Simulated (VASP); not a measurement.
PbSe, 2 atoms in the cell. The structure is cubic, space group Pm-3m (No. 221). The conventional cell has a = 3.784 Å, b = 3.784 Å, c = 3.784 Å, α = 90.00°, β = 90.00°, γ = 90.00°. Pb (site symmetry m-3m) has 8 Se at 3.28 Å and 6 Pb at 3.78 Å within 4.3 Å. Within 4.3 Å of Se (site symmetry m-3m) lie 8 Pb at 3.28 Å and 6 Se at 3.78 Å. 

- Program: VASP 6.6.1
- Task: single point
- Functional: PBE
- Potentials or basis: VASP PAW PBE potentials, release 64 (Pb_d, Se)
- Cutoff: 520 eV
- k mesh: 7 × 7 × 7
- Occupations: gaussian, width 0.021 eV
- Spin: no spin polarisation
- Dipole correction: no
- Further INCAR settings: ALGO = Normal; EDIFF = 1e-07; NBANDS = 17

Potentials or basis: VASP PAW PBE potentials, release 64 (Pb_d, Se).

Launch:

```console
$ cat potpaw_PBE.64/Pb_d/POTCAR potpaw_PBE.64/Se/POTCAR > POTCAR
$ mpirun -np 1 vasp_std > vasp.out
```

Hardware: 1 thread of Intel(R) Xeon(R) Platinum 8559C (Emerald Rapids), with other jobs on the host.

**Question.** Estimate the wall time of this run.

**Answer.** Wall time 8.5 s on 1 thread of Intel(R) Xeon(R) Platinum 8559C (Emerald Rapids) (shared host), peak memory 0.16 GiB. Counts: scf iterations 13, k points 20.
